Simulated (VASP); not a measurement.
# Au (P6/mmm) in VASP: a series of runs

Runs on Au. Level: RPBE. Tasks: single point.

All numbers are computed with VASP 6.6.1; they aren't measurements. Logs are shortened: lines on timing, memory, paths and dates and some standing lists are left out, and cuts for length are marked.

### 1 The cell of the first run

The structure is hexagonal, space group P6/mmm (No. 191). Conventional cell: a = 4.787 Å, b = 4.787 Å, c = 2.861 Å, α = 90.00°, β = 90.00°, γ = 120.00°. Within 3.8 Å of Au (site symmetry 6/mmm) lie 14 Au at 2.86 to 3.11 Å. Au (site symmetry -6m2) has 11 Au at 2.76 to 3.11 Å within 3.6 Å.

This isn't the form of Au at room conditions, which is fcc.

### 2 Single point, RPBE

The input, INCAR:

```
SYSTEM = Au
ALGO = Normal
EDIFF = 1E-6
ENCUT = 520
GGA = RP
ISIF = 2
ISMEAR = -1
LASPH = .True.
LCHARG = .True.
LELF = .True.
LREAL = .False.
LVHAR = .True.
LWAVE = .False.
NBANDS = 24
NELM = 100
PREC = Accurate
SIGMA = 0.1
```

The input, KPOINTS:

```
k-points
0
Gamma
  8 8 11
  0 0 0
```

The input, POSCAR:

```
Au
1.0
    4.7867986398      0.0000000000      0.0000000000
   -2.3933993199      4.1454892248      0.0000000000
    0.0000000000      0.0000000000      2.8608264844
Au
3
Direct
    1.0000000000      1.0000000000      0.0000000000
    0.3333333333      0.6666666667      0.5000000000
    0.6666666667      0.3333333333      0.5000000000
```

Potentials or basis: VASP PAW PBE potentials, release 64 (Au).

On the command line:

```
cat potpaw_PBE.64/Au/POTCAR > POTCAR
mpirun -np 1 vasp_std > vasp.out
```

OUTCAR:

```text
SYSTEM = Au
   EDIFF = 1E-6
   ENCUT = 520
   GGA = RP
   ISIF = 2
   ISMEAR = -1
   LASPH = .True.
   LREAL = .False.
   NELM = 100
   PREC = Accurate

 ion  position               nearest neighbor table
   1  0.000  0.000  0.000-   2 3.11   3 3.11   2 3.11   3 3.11   2 3.11   2 3.11   3 3.11   3 3.11
                             3 3.11   3 3.11   2 3.11   2 3.11
   2  0.333  0.667  0.500-   3 2.76   3 2.76   3 2.76   1 3.11   1 3.11   1 3.11   1 3.11   1 3.11
                             1 3.11
   3  0.667  0.333  0.500-   2 2.76   2 2.76   2 2.76   1 3.11   1 3.11   1 3.11   1 3.11   1 3.11
                             1 3.11

  LATTYP: Found a hexagonal cell.
 ALAT       =     4.7867986398
 C/A-ratio  =     0.5976492223

  Lattice vectors:

 A1 = (   4.7867986398,   0.0000000000,   0.0000000000)
 A2 = (  -2.3933993199,   4.1454892248,   0.0000000000)
 A3 = (   0.0000000000,   0.0000000000,   2.8608264844)

Analysis of symmetry for initial positions (statically):
=====================================================================
 Subroutine PRICEL returns:
 Original cell was already a primitive cell.

 Routine SETGRP: Setting up the symmetry group for a
 hexagonal supercell.

 Subroutine GETGRP returns: Found 24 space group operations
 (whereof 24 operations were pure point group operations)
 out of a pool of 24 trial point group operations.

The static configuration has the point symmetry D_6h.

Analysis of symmetry for dynamics (positions and initial velocities):
=====================================================================
 Subroutine PRICEL returns:
 Original cell was already a primitive cell.

 Routine SETGRP: Setting up the symmetry group for a
 hexagonal supercell.

 Subroutine GETGRP returns: Found 24 space group operations
 (whereof 24 operations were pure point group operations)
 out of a pool of 24 trial point group operations.

The dynamic configuration has the point symmetry D_6h.

 Subroutine INISYM returns: Found 24 space group operations
 (whereof 24 operations are pure point group operations),
 and found     1 'primitive' translations

----------------------------------------------------------------------------------------

                                     Primitive cell

  volume of cell :      56.7692

  direct lattice vectors                    reciprocal lattice vectors
     4.786798640  0.000000000  0.000000000     0.208907889  0.120613026  0.000000000
    -2.393399320  4.145489225  0.000000000     0.000000000  0.241226052  0.000000000
     0.000000000  0.000000000  2.860826484     0.000000000  0.000000000  0.349549337

  length of vectors
     4.786798640  4.786798640  2.860826484     0.241226052  0.241226052  0.349549337

  position of ions in fractional coordinates (direct lattice)
     0.000000000  0.000000000  0.000000000
     0.333333333  0.666666667  0.500000000
     0.666666667  0.333333333  0.500000000

  ion indices of the primitive-cell ions
   primitive index   ion index
                 1           1
                 2           2
                 3           3

----------------------------------------------------------------------------------------

 KPOINTS: k-points

Automatic generation of k-mesh.
 Grid dimensions read from file:
 generate k-points for:    8    8   11

 Generating k-lattice:

  Cartesian coordinates                     Fractional coordinates (reciprocal lattice)
     0.026113486  0.015076628  0.000000000     0.125000000  0.000000000  0.000000000
     0.000000000  0.030153257  0.000000000     0.000000000  0.125000000  0.000000000
     0.000000000  0.000000000  0.031777212     0.000000000  0.000000000  0.090909091

  Length of vectors
     0.030153257  0.030153257  0.031777212

  Shift w.r.t. Gamma in fractional coordinates (k-lattice)
     0.000000000  0.000000000  0.000000000

 Subroutine IBZKPT returns following result:
 ===========================================

 Found     60 irreducible k-points:

 Following reciprocal coordinates:
            Coordinates               Weight
  0.000000  0.000000  0.000000      1.000000
  0.125000  0.000000  0.000000      6.000000
  0.250000  0.000000  0.000000      6.000000
  0.375000  0.000000  0.000000      6.000000
  0.500000  0.000000  0.000000      3.000000
  0.125000  0.125000  0.000000      6.000000
[... 16 lines left out ...]
  0.250000  0.000000  0.181818     12.000000
  0.375000  0.000000  0.181818     12.000000
 [... further k-points ...]
   k-points           NKPTS =     60   k-points in BZ     NKDIM =     60   number of bands    NBANDS=     24
   number of dos      NEDOS =    301   number of ions     NIONS =      3
   total plane-waves  NPLWV =  31104
   dimension x,y,z NGX =    36 NGY =   36 NGZ =   24
   dimension x,y,z NGXF=    72 NGYF=   72 NGZF=   48
   ions per type =               3
   NGX,Y,Z   is equivalent  to a cutoff of  12.50, 12.50, 13.95 a.u.
   NGXF,Y,Z  is equivalent  to a cutoff of  25.01, 25.01, 27.89 a.u.
 SYSTEM =  Au
   PREC   = accura    normal or accurate (medium, high low for compatibility)
   ISTART =      0    job   : 0-new  1-cont  2-samecut
   ICHARG =      2    charge: 1-file 2-atom 10-const
   ISPIN  =      1    spin polarized calculation?
   LNONCOLLINEAR =      F non collinear calculations
   LSORBIT =      F    spin-orbit coupling
   LASPH  =      T    aspherical Exc in radial PAW
   ENCUT  =  520.0 eV  38.22 Ry    6.18 a.u.   8.90  8.90  5.32*2*pi/ulx,y,z
   NELM   =    100;   NELMIN=  2; NELMDL= -5     # of ELM steps
   EDIFF  = 0.1E-05   stopping-criterion for ELM
   LREAL  =      F    real-space projection
   EDIFFG = 0.1E-04   stopping-criterion for IOM
   NSW    =      0    number of steps for IOM
   IBRION =     -1    ionic relax: 0-MD 1-quasi-New 2-CG
   NFREE  =      0    steps in history (QN), initial steepest desc. (CG)
   ISIF   =      2    stress and relaxation
   ISYM   =      2    0-nonsym 1-usesym 2-fastsym
   POTIM  = 0.5000    time-step for ionic-motion
   TEBEG  =    0.0;   TEEND  =   0.0 temperature during run
   PSTRESS=    0.0 pullay stress
   NELECT =      33.0000    total number of electrons
   NUPDOWN=      -1.0000    fix difference up-down
   EMIN   =  10.00;   EMAX   =-10.00  energy-range for DOS
   EFERMI =   0.00;   METHOD = LEGACY
   ISMEAR =    -1;   SIGMA  =   0.10  broadening in eV -4-tet -1-fermi 0-gaus
   EFERMI_NEDOS =   21; number of points for ismear=-14 and -15
   IALGO  =     38    algorithm
   IMIX   =      4    mixing-type and parameters
     AMIX     =   0.40;   BMIX     =  1.00
     AMIX_MAG =   1.60;   BMIX_MAG =  1.00
  volume/ion in A,a.u.               =      18.92       127.70
  Fermi-wavevector in a.u.,A,eV,Ry     =   1.366287  2.581908 25.398548  1.866741
  Thomas-Fermi vector in A             =   2.492441
   LORBIT       =      0    0 simple, 1 ext, 2 COOP (PROOUT), +10 PAW based schemes
   GGA     = RP    functional components
   LHFCALC =     F    Hartree Fock is set to
   AEXX    =    0.0000 exact exchange contribution
   IVDW    =     0    specifies the selected vdW correction
   LEPSILON=     F    determine dielectric tensor
   LRPA    =     F    only Hartree local field effects (RPA)
 non-spin polarized calculation
  energy-cutoff  :      520.00
  volume of cell :       56.77
 maximum number of plane-waves:      1545
 NGX is ok and might be reduce to    36
   NGX = 17   NGY = 17   NGZ = 11

 number of electron      33.0000006 magnetization

 Free energy of the ion-electron system (eV)
  ---------------------------------------------------
  ext. energy  EPLUGINS =         0.00000000
  ---------------------------------------------------
  free energy    TOTEN  =        -7.74859560 eV

  energy without entropy =       -7.71597990  energy(sigma->0) =       -7.73228775

 E-fermi :   7.9221     XC(G=0): -11.9865

 val. band max:        7.9058776880   @ k =   0.3750   0.1250   0.3636
 cond. band min:       7.9402845418   @ k =   0.3750   0.2500   0.2727
 fundamental gap:      0.0344068538
 Fermi energy:         7.9220815766

 k-point     1 :       0.0000    0.0000    0.0000
  band No.  band energies     occupation
      1      -0.8284      2.00000
      2       1.8551      2.00000
      3       2.9237      2.00000
      4       3.3362      2.00000
      5       3.4426      2.00000
      6       3.4426      2.00000
[... 16 lines left out ...]
     23      19.2426      0.00000
     24      24.0564      0.00000

 k-point     2 :       0.1250    0.0000    0.0000
  band No.  band energies     occupation
      1      -0.6556      2.00000
      2       1.8909      2.00000
      3       2.7459      2.00000
      4       2.9845      2.00000
      5       3.1568      2.00000
      6       3.3371      2.00000
[... 16 lines left out ...]
     23      19.5555      0.00000
     24      23.8602      0.00000

 k-point     3 :       0.2500    0.0000    0.0000
  band No.  band energies     occupation
      1      -0.1583      2.00000
      2       1.9109      2.00000
      3       2.3102      2.00000
      4       2.7003      2.00000
      5       2.9778      2.00000
      6       3.2231      2.00000
[... 16 lines left out ...]
     23      20.4384      0.00000
     24      22.9848      0.00000

 k-point     4 :       0.3750    0.0000    0.0000
  band No.  band energies     occupation
      1       0.5870      2.00000
      2       1.6679      2.00000
      3       2.0764      2.00000
      4       2.5610      2.00000
      5       2.9266      2.00000
      6       3.0132      2.00000
[... 16 lines left out ...]
     23      21.3943      0.00000
     24      21.7646      0.00000

 k-point     5 :       0.5000    0.0000    0.0000
  band No.  band energies     occupation
      1       1.3111      2.00000
      2       1.4792      2.00000
      3       1.6170      2.00000
      4       2.7275      2.00000
      5       2.7687      2.00000
      6       2.9284      2.00000
[... 451 lines left out ...]
 k-point    22 :       0.1250    0.0000    0.1818
  band No.  band energies     occupation
      1       0.0507      2.00000
      2       2.5575      2.00000
      3       2.7922      2.00000
      4       2.9316      2.00000
      5       3.2025      2.00000
      6       3.3883      2.00000
[... 16 lines left out ...]
     23      16.5620      0.00000
     24      23.2637      0.00000

 k-point    23 :       0.2500    0.0000    0.1818
  band No.  band energies     occupation
      1       0.5133      2.00000
      2       2.3975      2.00000
      3       2.6978      2.00000
      4       2.8605      2.00000
      5       3.0301      2.00000
      6       3.5390      2.00000
[... 16 lines left out ...]
     23      18.3395      0.00000
     24      21.7330      0.00000

 k-point    24 :       0.3750    0.0000    0.1818
  band No.  band energies     occupation
      1       1.2049      2.00000
      2       2.0915      2.00000
      3       2.6291      2.00000
      4       2.8669      2.00000
      5       2.9320      2.00000
      6       3.4747      2.00000
[... 16 lines left out ...]
     23      19.7738      0.00000
     24      20.8325      0.00000

 [... further k-points ...]

------------------------ aborting loop because EDIFF is reached ----------------------------------------

  FORCE on cell =-STRESS in cart. coord.  units (eV):
  Direction    XX          YY          ZZ          XY          YZ          ZX
  --------------------------------------------------------------------------------------
  -------------------------------------------------------------------------------------
  Total       -0.0673528     -0.0673528     -0.0759914      0.0000000     -0.0000000      0.0000000
  in kB       -1.9008756     -1.9008756     -2.1446813      0.0000000     -0.0000000      0.0000000
  external PRESSURE =      -1.9821441 kB  Pullay stress =       0.0000000 kB

 VOLUME and BASIS-vectors are now :
 -----------------------------------------------------------------------------
  energy-cutoff  :      520.00
  volume of cell :       56.77
      direct lattice vectors                 reciprocal lattice vectors
     4.786798640  0.000000000  0.000000000     0.208907889  0.120613026  0.000000000
    -2.393399320  4.145489225  0.000000000     0.000000000  0.241226052  0.000000000
     0.000000000  0.000000000  2.860826484     0.000000000  0.000000000  0.349549337

 POSITION                                       TOTAL-FORCE (eV/Angst)
 -----------------------------------------------------------------------------------
      0.00000      0.00000      0.00000         0.000000      0.000000      0.000000
     -0.00000      2.76366      1.43041         0.000000     -0.000000     -0.000000
      2.39340      1.38183      1.43041        -0.000000      0.000000      0.000000
 -----------------------------------------------------------------------------------
    total drift:                                0.000000      0.000000     -0.000000

  FREE ENERGIE OF THE ION-ELECTRON SYSTEM (eV)
  ---------------------------------------------------
  free  energy   TOTEN  =        -7.7485955973 eV

  energy  without entropy=       -7.7159798975  energy(sigma->0) =       -7.73228775
```

It took 55 s on 1 thread of Intel Xeon Platinum 8259CL at 2.50GHz (Skylake/Cascade Lake), shared host; peak memory 0.21 GiB.

Results:

| Property | Result |
| --- | --- |
| Free energy | -7.7486 eV |
| Pressure | -0.2 GPa |
| Band gap on the k mesh | zero (an odd number of electrons rules out a gap without spin polarisation) |

Caveat: the PAW data sets were made with another functional, which shifts forces and pressure a little; spin-orbit coupling is left out, which moves the levels of the heavy elements.

### 3 Single point, RPBE (16.65 Å³/atom)

This run uses another cell than the first one, of 16.65 Å³/atom.

The input, INCAR:

```
SYSTEM = Au
PREC     = Accurate       ! precision mode
ENCUT    = 520            ! plane-wave cutoff, eV
EDIFF    = 1E-6           ! SCF threshold, eV
ISMEAR   = -1             ! smearing method
SIGMA    = 0.1            ! smearing width, eV
LREAL    = .False.        ! projectors in reciprocal space
LASPH    = .True.         ! aspherical terms in the spheres
NELM     = 100            ! most SCF steps
ALGO     = Normal         ! electronic algorithm
ISIF     = 2              ! what is computed and relaxed
LWAVE    = .False.        ! write WAVECAR
LCHARG   = .False.        ! write CHGCAR
GGA      = RP             ! functional
NBANDS   = 24             ! bands
```

The input, KPOINTS:

```
regular mesh
0
Gamma
  9 9 12
  0 0 0
```

The input, POSCAR:

```
Au
1.0
    4.5871124109      0.0000000000      0.0000000000
   -2.2935562055      3.9725558778      0.0000000000
    0.0000000000      0.0000000000      2.7414841650
Au
3
Direct
    1.0000000000      1.0000000000      0.0000000000
    0.3333333333      0.6666666667      0.5000000000
    0.6666666667      0.3333333333      0.5000000000
```

Potentials or basis: VASP PAW PBE potentials, release 64 (Au).

On the command line:

```
cat potpaw_PBE.64/Au/POTCAR > POTCAR
mpirun -np 1 vasp_std > vasp.out
```

Run time: 67 s. Hardware: 1 thread of Intel Xeon Platinum 8259CL at 2.50GHz (Skylake/Cascade Lake), shared host; peak memory 0.22 GiB.

Results (log left out):

| Property | Result |
| --- | --- |
| Free energy | -7.3781 eV |
| Pressure | 20.8 GPa |
| Band gap on the k mesh | zero (an odd number of electrons rules out a gap without spin polarisation) |

Stress tensor (GPa, compression positive):
```
21.67  0.00  0.00
 0.00 21.67  0.00
 0.00  0.00 19.17
```

Levels at points of the mesh, in eV from the Fermi level:
```
           k point  band 12  band 13  band 14  band 15  band 16  band 17  band 18  band 19  band 20  band 21
(0.00, 0.00, 0.00)    -3.65    -3.60    -3.60    -1.90    -1.90     3.07     3.97     5.39     5.39     5.39
(0.00, 0.00, 0.50)    -2.63    -2.23    -2.23    -1.16     0.10     0.58     6.58     6.95     7.39     7.39
```

Caveat: the cell stands under pressure; the PAW data sets were made with another functional, which shifts forces and pressure a little; spin-orbit coupling is left out, which moves the levels of the heavy elements.

The gap in the log of VASP goes by the Fermi energy; the results here count the filled bands.